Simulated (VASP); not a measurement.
# Ni (Fd-3m) in VASP: further runs

Runs on Ni. Level: PBE. Tasks: single point.

All numbers are computed with VASP 6.6.1; they aren't measurements. Logs are shortened: lines on timing, memory, paths and dates and some standing lists are left out, and cuts for length are marked.

### Step 1. The cell of the first run

Symmetry: Fd-3m, No. 227, cubic system. The conventional cell has a = 5.031 Å, b = 5.031 Å, c = 5.031 Å, α = 90.00°, β = 90.00°, γ = 90.00°. Ni (site symmetry -43m) has 4 Ni at 2.18 Å within 2.9 Å.

### Step 2. Single point, PBE, collinear spin, ferromagnetic start (volume scaled by 0.96)

File INCAR:

```
PREC = Accurate
ENCUT = 520
EDIFF = 1E-7
ISMEAR = -1
SIGMA = 0.05
LREAL = False
LASPH = True
NELM = 150
ALGO = Normal
ISIF = 2
LWAVE = False
LCHARG = False
ISPIN = 2
MAGMOM = 0.839 0.839
LORBIT = 11
LMAXMIX = 4
GGA = PE
NBANDS = 21
```

File KPOINTS:

```
Automatic mesh
0
Gamma
  17 17 17
```

File POSCAR:

```
Ni
1.0
    0.0000000000      2.5156520319      2.5156520319
    2.5156520319      0.0000000000      2.5156520319
    2.5156520319      2.5156520319      0.0000000000
Ni
2
Direct
    0.1250000000      0.1250000000      0.1250000000
    0.8750000000      0.8750000000      0.8750000000
```

Potentials or basis: VASP PAW PBE potentials, release 64 (Ni).

Run with:

```sh
$ cat potpaw_PBE.64/Ni/POTCAR > POTCAR
$ mpirun -np 1 vasp_std > vasp.out
```

OUTCAR:

```text
PREC = Accurate
   ENCUT = 520
   EDIFF = 1E-7
   ISMEAR = -1
   LREAL = False
   LASPH = True
   NELM = 150
   ISIF = 2
   ISPIN = 2
   LORBIT = 11
   GGA = PE

 ion  position               nearest neighbor table
   1  0.125  0.125  0.125-   2 2.18   2 2.18   2 2.18   2 2.18
   2  0.875  0.875  0.875-   1 2.18   1 2.18   1 2.18   1 2.18

  LATTYP: Found a face centered cubic cell.
 ALAT       =     5.0313040638

  Lattice vectors:

 A1 = (   0.0000000000,   2.5156520319,   2.5156520319)
 A2 = (   2.5156520319,   0.0000000000,   2.5156520319)
 A3 = (   2.5156520319,   2.5156520319,   0.0000000000)

Analysis of symmetry for initial positions (statically):
=====================================================================
 Subroutine PRICEL returns:
 Original cell was already a primitive cell.

 Routine SETGRP: Setting up the symmetry group for a
 face centered cubic supercell.

 Subroutine GETGRP returns: Found 48 space group operations
 (whereof 12 operations were pure point group operations)
 out of a pool of 48 trial point group operations.

The static configuration has the point symmetry D_3d.
 The point group associated with its full space group is O_h .

Analysis of symmetry for dynamics (positions and initial velocities):
=====================================================================
 Subroutine PRICEL returns:
 Original cell was already a primitive cell.

 Routine SETGRP: Setting up the symmetry group for a
 face centered cubic supercell.

 Subroutine GETGRP returns: Found 48 space group operations
 (whereof 12 operations were pure point group operations)
 out of a pool of 48 trial point group operations.

The dynamic configuration has the point symmetry D_3d.
 The point group associated with its full space group is O_h .

Analysis of structural, dynamic, and magnetic symmetry:
=====================================================================
 Subroutine PRICEL returns:
 Original cell was already a primitive cell.

 Routine SETGRP: Setting up the symmetry group for a
 face centered cubic supercell.

 Subroutine GETGRP returns: Found 48 space group operations
 (whereof 12 operations were pure point group operations)
 out of a pool of 48 trial point group operations.

The overall configuration has the point symmetry D_3d.
 The point group associated with its full space group is O_h .

 Subroutine INISYM returns: Found 48 space group operations
 (whereof 12 operations are pure point group operations),
 and found     1 'primitive' translations

----------------------------------------------------------------------------------------

                                     Primitive cell

  volume of cell :      31.8406

  direct lattice vectors                    reciprocal lattice vectors
     0.000000000  2.515652032  2.515652032    -0.198755628  0.198755628  0.198755628
     2.515652032  0.000000000  2.515652032     0.198755628 -0.198755628  0.198755628
     2.515652032  2.515652032  0.000000000     0.198755628  0.198755628 -0.198755628

  length of vectors
     3.557669222  3.557669222  3.557669222     0.344254846  0.344254846  0.344254846

  position of ions in fractional coordinates (direct lattice)
     0.125000000  0.125000000  0.125000000
     0.875000000  0.875000000  0.875000000

  ion indices of the primitive-cell ions
   primitive index   ion index
                 1           1
                 2           2

----------------------------------------------------------------------------------------

 KPOINTS: Automatic mesh

Automatic generation of k-mesh.
 Grid dimensions read from file:
 generate k-points for:   17   17   17

 Generating k-lattice:

  Cartesian coordinates                     Fractional coordinates (reciprocal lattice)
    -0.011691508  0.011691508  0.011691508     0.058823529  0.000000000  0.000000000
     0.011691508 -0.011691508  0.011691508     0.000000000  0.058823529  0.000000000
     0.011691508  0.011691508 -0.011691508     0.000000000  0.000000000  0.058823529

  Length of vectors
     0.020250285  0.020250285  0.020250285

  Shift w.r.t. Gamma in fractional coordinates (k-lattice)
     0.000000000  0.000000000  0.000000000

 Subroutine IBZKPT returns following result:
 ===========================================

 Found    165 irreducible k-points:

 Following reciprocal coordinates:
            Coordinates               Weight
  0.000000  0.000000  0.000000      1.000000
  0.058824  0.000000  0.000000      8.000000
  0.117647  0.000000  0.000000      8.000000
  0.176471  0.000000  0.000000      8.000000
  0.235294  0.000000  0.000000      8.000000
  0.294118  0.000000  0.000000      8.000000
[... 16 lines left out ...]
 -0.176471  0.058824  0.000000     24.000000
 -0.117647  0.058824  0.000000     24.000000
 [... further k-points ...]
   k-points           NKPTS =    165   k-points in BZ     NKDIM =    165   number of bands    NBANDS=     21
   number of dos      NEDOS =    301   number of ions     NIONS =      2
   total plane-waves  NPLWV =  21952
   dimension x,y,z NGX =    28 NGY =   28 NGZ =   28
   dimension x,y,z NGXF=    56 NGYF=   56 NGZF=   56
   ions per type =               2
   NGX,Y,Z   is equivalent  to a cutoff of  13.08, 13.08, 13.08 a.u.
   NGXF,Y,Z  is equivalent  to a cutoff of  26.17, 26.17, 26.17 a.u.
 SYSTEM =  unknown system
   PREC   = accura    normal or accurate (medium, high low for compatibility)
   ISTART =      0    job   : 0-new  1-cont  2-samecut
   ICHARG =      2    charge: 1-file 2-atom 10-const
   ISPIN  =      2    spin polarized calculation?
   LNONCOLLINEAR =      F non collinear calculations
   LSORBIT =      F    spin-orbit coupling
   LASPH  =      T    aspherical Exc in radial PAW
   ENCUT  =  520.0 eV  38.22 Ry    6.18 a.u.   6.61  6.61  6.61*2*pi/ulx,y,z
   NELM   =    150;   NELMIN=  2; NELMDL= -5     # of ELM steps
   EDIFF  = 0.1E-06   stopping-criterion for ELM
   LREAL  =      F    real-space projection
   EDIFFG = 0.1E-05   stopping-criterion for IOM
   NSW    =      0    number of steps for IOM
   IBRION =     -1    ionic relax: 0-MD 1-quasi-New 2-CG
   NFREE  =      0    steps in history (QN), initial steepest desc. (CG)
   ISIF   =      2    stress and relaxation
   ISYM   =      2    0-nonsym 1-usesym 2-fastsym
   POTIM  = 0.5000    time-step for ionic-motion
   TEBEG  =    0.0;   TEEND  =   0.0 temperature during run
   PSTRESS=    0.0 pullay stress
   NELECT =      20.0000    total number of electrons
   NUPDOWN=      -1.0000    fix difference up-down
   EMIN   =  10.00;   EMAX   =-10.00  energy-range for DOS
   EFERMI =   0.00;   METHOD = LEGACY
   ISMEAR =    -1;   SIGMA  =   0.05  broadening in eV -4-tet -1-fermi 0-gaus
   EFERMI_NEDOS =   21; number of points for ismear=-14 and -15
   IALGO  =     38    algorithm
   IMIX   =      4    mixing-type and parameters
     AMIX     =   0.40;   BMIX     =  1.00
     AMIX_MAG =   1.60;   BMIX_MAG =  1.00
  volume/ion in A,a.u.               =      15.92       107.44
  Fermi-wavevector in a.u.,A,eV,Ry     =   1.402031  2.649454 26.744846  1.965691
  Thomas-Fermi vector in A             =   2.524833
   LORBIT       =     11    0 simple, 1 ext, 2 COOP (PROOUT), +10 PAW based schemes
   GGA     = PE    functional components
   LHFCALC =     F    Hartree Fock is set to
   AEXX    =    0.0000 exact exchange contribution
   IVDW    =     0    specifies the selected vdW correction
   LEPSILON=     F    determine dielectric tensor
   LRPA    =     F    only Hartree local field effects (RPA)
 spin polarized calculation
  energy-cutoff  :      520.00
  volume of cell :       31.84
 maximum number of plane-waves:       881
   NGX = 13   NGY = 13   NGZ = 13

 number of electron      19.9999982 magnetization       1.5790888

 Free energy of the ion-electron system (eV)
  ---------------------------------------------------
  ext. energy  EPLUGINS =         0.00000000
  ---------------------------------------------------
  free energy    TOTEN  =        -8.55037269 eV

  energy without entropy =       -8.52246702  energy(sigma->0) =       -8.53641986

 E-fermi :   5.0807     XC(G=0): -10.8642

 val. band max:        5.0791794560   @ k =  -0.2941   0.0588   0.0000
 cond. band min:       5.0813056874   @ k =   0.4706   0.4118   0.0588
 fundamental gap:      0.0021262314
 Fermi energy:         5.0806580128

 spin component 1

 k-point     1 :       0.0000    0.0000    0.0000
  band No.  band energies     occupation
      1      -1.6753      1.00000
      2       1.7817      1.00000
      3       1.7817      1.00000
      4       1.8287      1.00000
      5       1.8287      1.00000
      6       1.8287      1.00000
[... 13 lines left out ...]
     20      22.3768      0.00000
     21      22.3768      0.00000

 k-point     2 :       0.0588    0.0000    0.0000
  band No.  band energies     occupation
      1      -1.6115      1.00000
      2       1.7194      1.00000
      3       1.7194      1.00000
      4       1.8312      1.00000
      5       1.9038      1.00000
      6       1.9038      1.00000
[... 13 lines left out ...]
     20      22.0207      0.00000
     21      22.0207      0.00000

 k-point     3 :       0.1176    0.0000    0.0000
  band No.  band energies     occupation
      1      -1.4221      1.00000
      2       1.6587      1.00000
      3       1.6587      1.00000
      4       1.8397      1.00000
      5       1.9986      1.00000
      6       1.9986      1.00000
[... 13 lines left out ...]
     20      21.4058      0.00000
     21      21.7097      0.00000
[... 457 lines left out ...]
 k-point    23 :      -0.1765    0.0588    0.0000
  band No.  band energies     occupation
      1      -0.9308      1.00000
      2       1.5472      1.00000
      3       1.6842      1.00000
      4       1.8619      1.00000
      5       2.0526      1.00000
      6       2.1685      1.00000
[... 13 lines left out ...]
     20      22.1667      0.00000
     21      23.4939      0.00000

 k-point    24 :      -0.1176    0.0588    0.0000
  band No.  band energies     occupation
      1      -1.2762      1.00000
      2       1.5792      1.00000
      3       1.7004      1.00000
      4       1.8455      1.00000
      5       1.9933      1.00000
      6       2.0913      1.00000
[... 13 lines left out ...]
     20      22.2874      0.00000
     21      22.5979      0.00000

 [... further k-points ...]

 spin component 2

 k-point     1 :       0.0000    0.0000    0.0000
  band No.  band energies     occupation
      1      -1.6685      1.00000
      2       2.5095      1.00000
      3       2.5095      1.00000
      4       2.5745      1.00000
      5       2.5745      1.00000
      6       2.5745      1.00000
[... 13 lines left out ...]
     20      22.3637      0.00000
     21      22.3637      0.00000

 k-point     2 :       0.0588    0.0000    0.0000
  band No.  band energies     occupation
      1      -1.6045      1.00000
      2       2.4499      1.00000
      3       2.4499      1.00000
      4       2.5770      1.00000
      5       2.6482      1.00000
      6       2.6482      1.00000
[... 13 lines left out ...]
     20      22.0228      0.00000
     21      22.0228      0.00000

 k-point     3 :       0.1176    0.0000    0.0000
  band No.  band energies     occupation
      1      -1.4142      1.00000
      2       2.3878      1.00000
      3       2.3878      1.00000
      4       2.5858      1.00000
      5       2.7477      1.00000
      6       2.7477      1.00000
[... 13 lines left out ...]
     20      21.4204      0.00000
     21      21.7821      0.00000
[... 457 lines left out ...]
 k-point    23 :      -0.1765    0.0588    0.0000
  band No.  band energies     occupation
      1      -0.9182      1.00000
      2       2.2720      1.00000
      3       2.4136      1.00000
      4       2.6146      1.00000
      5       2.8064      1.00000
      6       2.9247      1.00000
[... 13 lines left out ...]
     20      22.2088      0.00000
     21      23.5718      0.00000

 k-point    24 :      -0.1176    0.0588    0.0000
  band No.  band energies     occupation
      1      -1.2674      1.00000
      2       2.3043      1.00000
      3       2.4297      1.00000
      4       2.5976      1.00000
      5       2.7420      1.00000
      6       2.8433      1.00000
[... 13 lines left out ...]
     20      22.3429      0.00000
     21      22.6316      0.00000

 [... further k-points ...]
[... 5 lines left out ...]
  --------------------------------------------------------------------------------------
  -------------------------------------------------------------------------------------
  Total        0.7905913      0.7905913      0.7905913     -0.0000000      0.0000000      0.0000000
  in kB       39.7814788     39.7814788     39.7814788     -0.0000000      0.0000000      0.0000000
  external PRESSURE =      39.7814788 kB  Pullay stress =       0.0000000 kB

 VOLUME and BASIS-vectors are now :
 -----------------------------------------------------------------------------
  energy-cutoff  :      520.00
  volume of cell :       31.84
      direct lattice vectors                 reciprocal lattice vectors
     0.000000000  2.515652032  2.515652032    -0.198755628  0.198755628  0.198755628
     2.515652032  0.000000000  2.515652032     0.198755628 -0.198755628  0.198755628
     2.515652032  2.515652032  0.000000000     0.198755628  0.198755628 -0.198755628

 POSITION                                       TOTAL-FORCE (eV/Angst)
 -----------------------------------------------------------------------------------
      0.62891      0.62891      0.62891         0.000000      0.000000      0.000000
      4.40239      4.40239      4.40239        -0.000000     -0.000000     -0.000000
 -----------------------------------------------------------------------------------
    total drift:                                0.000000      0.000000     -0.000000

  FREE ENERGIE OF THE ION-ELECTRON SYSTEM (eV)
  ---------------------------------------------------
  free  energy   TOTEN  =        -8.5503726878 eV

  energy  without entropy=       -8.5224670224  energy(sigma->0) =       -8.53641986

 total charge

# of ion       s       p       d       tot
------------------------------------------
    1        0.554   0.366   8.346   9.266
    2        0.554   0.366   8.346   9.266
--------------------------------------------------
tot          1.107   0.732  16.692  18.532

 magnetization (x)

# of ion       s       p       d       tot
------------------------------------------
    1       -0.014  -0.016   0.821   0.791
    2       -0.014  -0.016   0.821   0.791
--------------------------------------------------
tot         -0.027  -0.032   1.642   1.583
```

It took 3.7 min on 1 thread of Intel Xeon 6975P-C, shared host; peak memory 0.28 GiB.

Results:

| Item | Value |
| --- | --- |
| Free energy | -8.5504 eV |
| Pressure | 4.0 GPa |
| Net moment | 1.58 μB per cell |
| Site moments | Ni +0.79 μB |
| Valence electrons inside the program's atomic spheres | Ni 9.27 |

Levels at points of the mesh, in eV from the Fermi level:
Spin up:
```
           k point  band 9  band 10  band 11  band 12  band 13  band 14
(0.00, 0.00, 0.00)   -1.77    -0.77    -0.77    11.97    11.97    11.97
```
Spin down:
```
           k point  band 6  band 7  band 8  band 9  band 10  band 11  band 12  band 13
(0.00, 0.00, 0.00)   -2.51   -0.94   -0.94   -0.94     0.13     0.13    12.14    12.14
```

Caveat: the cell differs from its parent crystal (volume scaled by 0.96).

### Step 3. Single point, PBE, collinear spin, ferromagnetic start

This run uses another cell than the first one, of 16.58 Å³/atom, 1.042 times its volume.

File INCAR:

```
SYSTEM = Ni
  PREC = Accurate
  ENCUT = 520
  EDIFF = 1E-6
  ISMEAR = -1
  SIGMA = 0.05
  LREAL = .False.
  LASPH = .True.
  NELM = 150
  ALGO = Normal
  ISIF = 2
  LWAVE = .False.
  LCHARG = .True.
  ISPIN = 2
  MAGMOM = 0.845 0.845
  LORBIT = 11
  LMAXMIX = 4
  GGA = PE
  LELF = .True.
  LVHAR = .True.
  NBANDS = 21
```

File KPOINTS:

```
regular mesh
0
Gamma
  17 17 17
  0 0 0
```

File POSCAR:

```
Ni
1.0
    0.0000000000      2.5501173014      2.5501173014
    2.5501173014      0.0000000000      2.5501173014
    2.5501173014      2.5501173014      0.0000000000
Ni
2
Direct
    0.1250000000      0.1250000000      0.1250000000
    0.8750000000      0.8750000000      0.8750000000
```

Potentials or basis: VASP PAW PBE potentials, release 64 (Ni).

Run with:

```sh
$ cat potpaw_PBE.64/Ni/POTCAR > POTCAR
$ mpirun -np 1 vasp_std > vasp.out
```

It took 2.9 min on 1 thread of Intel Xeon 6975P-C, shared host; peak memory 0.28 GiB.

Results (log left out):

```
Free energy                                           : -8.5661 eV
Pressure                                              : 0.2 GPa
Net moment                                            : 1.58 μB per cell
Site moments                                          : Ni +0.80 μB
Valence electrons inside the program's atomic spheres : Ni 9.21
```

Levels at points of the mesh, in eV from the Fermi level:
Spin up:
```csv
k point,band 9,band 10,band 11,band 12,band 13,band 14
"(0.00, 0.00, 0.00)",-1.72,-0.78,-0.78,11.60,11.60,11.60
```
Spin down:
| k point | band 5 | band 6 | band 7 | band 8 | band 9 | band 10 | band 11 | band 12 | band 13 | band 14 |
| --- | --- | --- | --- | --- | --- | --- | --- | --- | --- | --- |
| (0.00, 0.00, 0.00) | -2.38 | -2.38 | -0.88 | -0.88 | -0.88 | 0.12 | 0.12 | 11.76 | 11.76 | 11.76 |

### Step 4. Single point, PBE, collinear spin, ferromagnetic start

This run uses another cell than the first one, of 16.58 Å³/atom, 1.042 times its volume.

File INCAR:

```
SYSTEM = Ni
ALGO     = Normal         ! electronic algorithm
EDIFF    = 1E-6           ! SCF threshold, eV
ENCUT    = 520            ! plane-wave cutoff, eV
GGA      = PE             ! functional
ISIF     = 2              ! what is computed and relaxed
ISMEAR   = -1             ! smearing method
ISPIN    = 2              ! spin polarisation
LASPH    = .TRUE.         ! aspherical terms in the spheres
LCHARG   = .FALSE.        ! write CHGCAR
LMAXMIX  = 4              ! l up to which the mixer works
LORBIT   = 11             ! projections on sites
LREAL    = .FALSE.        ! projectors in reciprocal space
LWAVE    = .FALSE.        ! write WAVECAR
MAGMOM   = 0.839 0.839    ! initial moments
NBANDS   = 21             ! bands
NELM     = 150            ! most SCF steps
PREC     = Accurate       ! precision mode
SIGMA    = 0.05           ! smearing width, eV
```

File KPOINTS:

```
k-points
0
G
  17 17 17
  0 0 0
```

POSCAR is that of step 3.

Run with:

```sh
$ cat potpaw_PBE.64/Ni/POTCAR > POTCAR
$ mpirun -np 1 vasp_std > vasp.out
```

Run time: 3.3 min. Hardware: 1 thread of Intel Xeon 6975P-C, shared host; peak memory 0.28 GiB.

It converged, with:

| Property | Result |
| --- | --- |
| Free energy | -8.5661 eV |
| Pressure | 0.2 GPa |
| Net moment | 1.58 μB per cell |
| Site moments | Ni +0.80 μB |
| Valence electrons inside the program's atomic spheres | Ni 9.21 |

Levels at points of the mesh, in eV from the Fermi level:
Spin up:
```csv
k point,band 9,band 10,band 11,band 12,band 13,band 14
"(0.00, 0.00, 0.00)",-1.72,-0.78,-0.78,11.60,11.60,11.60
```
Spin down:
| k point | band 7 | band 8 | band 9 | band 10 | band 11 | band 12 |
| --- | --- | --- | --- | --- | --- | --- |
| (0.00, 0.00, 0.00) | -0.88 | -0.88 | -0.88 | 0.12 | 0.12 | 11.76 |
